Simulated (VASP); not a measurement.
Write the native input for VASP 6.6.1 that does the following.

| Item | Value |
| --- | --- |
| Task | single point |
| Functional | BLYP |
| Dispersion | D4 |
| Potentials or basis | VASP PAW PBE potentials, release 64 (W_sv, C) |
| Cutoff | 520 eV |
| k mesh | 10 × 10 × 10 |
| Occupations | fermi-dirac, width 0.05 eV |
| Spin | no spin polarisation |
| Dipole correction | no |
| Further INCAR settings | ALGO = Normal; EDIFF = 1e-07; NBANDS = 16 |

The structure of WC lies in POSCAR:

```
WC
1.0
    0.0000000000      2.1873752590      2.1873752590
    2.1873752590      0.0000000000      2.1873752590
    2.1873752590      2.1873752590      0.0000000000
W C
1 1
Direct
    0.0000000000      0.0000000000      0.0000000000
    0.5000000000      0.5000000000      0.5000000000
```

One way to write it, as run:

INCAR

```
SYSTEM = WC
PREC = Accurate
ENCUT = 520
EDIFF = 1E-7
ISMEAR = -1
SIGMA = 0.05
LREAL = .FALSE.
LASPH = .TRUE.
NELM = 100
ALGO = Normal
ISIF = 2
LWAVE = .FALSE.
LCHARG = .FALSE.
GGA = B5
ALDAX = 1.0
AGGAX = 1.0
AGGAC = 1.0
ALDAC = 0.0
IVDW = 13
VDW_S6 = 1.0
VDW_S8 = 2.34076671
VDW_A1 = 0.44488865
VDW_A2 = 4.0933009
NBANDS = 16
```

KPOINTS

```
Automatic mesh
0
G
  10 10 10
  0 0 0
```

Potentials or basis: VASP PAW PBE potentials, release 64 (W_sv, C).

Command:

```bash
$ cat potpaw_PBE.64/W_sv/POTCAR potpaw_PBE.64/C/POTCAR > POTCAR
$ mpirun -np 1 vasp_std > vasp.out
```

Results of the run:

```
Pressure                   : 2.2 GPa
Band gap on the k mesh     : zero (bands 9 and 10 overlap by 3.14 eV)
Dispersion energy per atom : -0.929 eV
```

Caveat: the PAW data sets were made with another functional, which shifts forces and pressure a little; spin-orbit coupling is left out, which moves the levels of the heavy elements.

Run time: 28 s on 1 thread of Intel Xeon 8259CL, on a shared host, peak memory 0.15 GiB.
